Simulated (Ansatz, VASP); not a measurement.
## Two plane-wave programs on SiC

Contents of INCAR:

```
SYSTEM = SiC
PREC = Accurate ; ENCUT = 520
EDIFF = 1E-7 ; ISMEAR = 0
SIGMA = 0.05 ; LREAL = .FALSE.
LASPH = .TRUE. ; NELM = 100
ALGO = Normal ; ISIF = 2
LWAVE = .FALSE. ; LCHARG = .FALSE.
GGA = PE ; NBANDS = 26
```

The input KPOINTS:

```
Automatic mesh
0
G
  12 12 4
  0 0 0
```

File POSCAR:

```
SiC
1.0
    3.0799284019     -0.0371851847     -0.2591231965
   -1.5721675155      2.6248174474      0.2804089658
   -0.8483014873      0.5702312845     10.4461131050
Si C
4 4
Direct
    0.7148102886      0.4160234282      0.9436317316
    0.3265217650      0.7001606750      0.4199592065
    0.1130574121      0.0072560129      0.6748386666
   -0.0496207854     -0.0201883928      0.2068295327
    0.6444416753      0.4085810648      0.7751326597
    0.2580721855      0.5990916001      0.2382107440
    0.0183985798     -0.0014742059      0.4754003564
   -0.0256811208     -0.1094501823      0.0179951026
```

Input for Ansatz:

```yaml
crystal:
  lattice:
    - [3.0799284019, -0.0371851847, -0.2591231965]
    - [-1.5721675155, 2.6248174474, 0.2804089658]
    - [-0.8483014873, 0.5702312845, 10.446113105]
  atoms:
    - { symbol: Si, position: [0.7148102886, 0.4160234282, 0.9436317316] }
    - { symbol: Si, position: [0.326521765, 0.700160675, 0.4199592065] }
    - { symbol: Si, position: [0.1130574121, 0.0072560129, 0.6748386666] }
    - { symbol: Si, position: [-0.0496207854, -0.0201883928, 0.2068295327] }
    - { symbol: C, position: [0.6444416753, 0.4085810648, 0.7751326597] }
    - { symbol: C, position: [0.2580721855, 0.5990916001, 0.238210744] }
    - { symbol: C, position: [0.0183985798, -0.0014742059, 0.4754003564] }
    - { symbol: C, position: [-0.0256811208, -0.1094501823, 0.0179951026] }
basis:
  ecutwfc: 420
kpoints:
  mp_grid: { grid: [12, 12, 4] }
hamiltonian:
  xc: pbe
scf:
  occupations: { method: gaussian, width: 0.05 }
output:
  forces: true
  stress: true
  eigenvalues: true
  write_density: true
  write_potential: true
  elf: true
  volumetric_format: npy
```

Change from the starting cell: all atoms moved at random (sigma 0.22 Å a component), cell strained at random (sigma 0.05).

Alike in both runs: task single point; functional PBE; k mesh 12 × 12 × 4; occupations gaussian, width 0.05 eV; no spin polarisation.

```csv
,VASP,Ansatz
version,VASP 6.6.1,Ansatz 0.2.0
potentials or method,"VASP PAW PBE potentials, release 64 (Si, C), cutoff 520 eV","scalar-relativistic, plane waves, PAW"
valence electrons in the cell,32,32
```

```tsv
	VASP	Ansatz	Ansatz less VASP
gap on the k mesh at the Fermi level (eV)	none	none	-
pressure (GPa)	19.2	19.3	+0.14
traceless stress, the component that is largest in VASP (GPa)	18.62	18.62	+0.001
rms of the force components (eV/Å)	4.292	4.302	+0.0096
```

Atom by atom the forces differ by 0.011 eV/Å (rms over components). A gap of «none» marks a metal or a gap that the smearing closes. The functional is the same, so the differences come from potentials, cutoffs and numerics.
